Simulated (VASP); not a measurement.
Crystal: Nb.

```
CELL_PARAMETERS angstrom
0.00000 2.15648 2.15648
2.15648 0.00000 2.15648
2.15648 2.15648 0.00000
ATOMIC_POSITIONS crystal
Nb 0.00000 0.00000 0.00000
```

Base run:

* Program: VASP 6.6.1
* Functional: r2SCAN
* Potentials or basis: VASP PAW PBE potentials, release 64 (Nb_sv)
* Cutoff: 520 eV
* k mesh: 11 × 11 × 11
* Occupations: fermi-dirac, width 0.05 eV
* Spin: no spin polarisation

Its results: pressure -10.7 GPa.

Q: The run is repeated on the same cell with these changes: functional from r2SCAN to PBE. What comes out?

A: Pressure -10.2 GPa.

Caveats: the PAW data sets were made with another functional, which shifts forces and pressure a little (some runs).
